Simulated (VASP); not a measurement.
A run of VASP 6.6.1 is set up as follows.

Contents of INCAR:

```
SYSTEM = GaP
PREC = Accurate
ENCUT = 520
EDIFF = 1E-8
ISMEAR = 0
SIGMA = 0.01
LREAL = .FALSE.
LASPH = .TRUE.
NELM = 60
ALGO = Normal
ISIF = 2
LWAVE = .FALSE.
LCHARG = .FALSE.
METAGGA = R2SCAN
LMIXTAU = .TRUE.
LCALCEPS = .TRUE.
```

The input KPOINTS:

```
Automatic mesh
0
G
  6 6 6
  0 0 0
```

File POSCAR:

```
GaP
1.0
    0.0000000000      2.6981452945      2.6981452945
    2.6981452945      0.0000000000      2.6981452945
    2.6981452945      2.6981452945      0.0000000000
Ga P
1 1
Direct
    0.0000000000      0.0000000000      0.0000000000
    0.2500000000      0.2500000000      0.2500000000
```

Potentials or basis: VASP PAW PBE potentials, release 64 (Ga_d, P).

The run is started by

```bash
$ cat potpaw_PBE.64/Ga_d/POTCAR potpaw_PBE.64/P/POTCAR > POTCAR
$ mpirun -np 1 vasp_std > vasp.out
```

Problem. What does it give for the electronic dielectric tensor (diagonal)?

Solution. 8.90.

Problem. Predict the Born charges (mean of the diagonal).

Solution. Ga +2.12; P -2.12 e.

Problem. What does it give for the band gap on the k mesh?

Solution. 1.85 eV (least direct gap 2.61 eV).

Born effective charge tensors (e):
atom 1, Ga
```
2.12 0.00 0.00
0.00 2.12 0.00
0.00 0.00 2.12
```
atom 2, P
```
-2.12  0.00  0.00
 0.00 -2.12  0.00
 0.00  0.00 -2.12
```

Caveat: the cell differs from its parent crystal (strain -1.0%). A k mesh can miss the band edges.
